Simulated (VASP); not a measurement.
Set up this calculation in VASP 6.6.1, as the native input.

| Property | Result |
| --- | --- |
| Task | single point |
| Functional | LDA |
| Potentials or basis | VASP PAW LDA potentials, release 64 (V_sv) |
| Cutoff | 500 eV |
| k mesh | 22 × 22 × 22 |
| Occupations | gaussian, width 0.05 eV |
| Spin | no spin polarisation |
| Dipole correction | no |
| Further INCAR settings | ALGO = Normal; EDIFF = 1e-06; NBANDS = 12 |

The structure of V lies in POSCAR:

```
V
1.0
   -1.4627399321      1.4627399321      1.4627399321
    1.4627399321     -1.4627399321      1.4627399321
    1.4627399321      1.4627399321     -1.4627399321
V
1
Direct
    0.0000000000      0.0000000000      0.0000000000
```

These files were run (other wordings do the same):

INCAR

```
SYSTEM = V
PREC = Accurate
ENCUT = 500
EDIFF = 1E-6
ISMEAR = 0
SIGMA = 0.05
LREAL = .FALSE.
LASPH = .TRUE.
NELM = 120
ALGO = Normal
ISIF = 2
LWAVE = .FALSE.
LCHARG = .TRUE.
LELF = .TRUE.
LVHAR = .TRUE.
NBANDS = 12
GGA_COMPAT = .FALSE.
```

KPOINTS

```
regular mesh
0
G
  22 22 22
  0 0 0
```

Potentials or basis: VASP PAW LDA potentials, release 64 (V_sv).

Run with:

```sh
$ cat potpaw_LDA.64/V_sv/POTCAR > POTCAR
$ mpirun -np 1 vasp_std > vasp.out
```

It gave:

```
Pressure : 0.4 GPa
```

Run time: 14 s on 1 thread of Intel(R) Xeon(R) 6975P-C (Granite Rapids), on a shared host, peak memory 0.14 GiB.
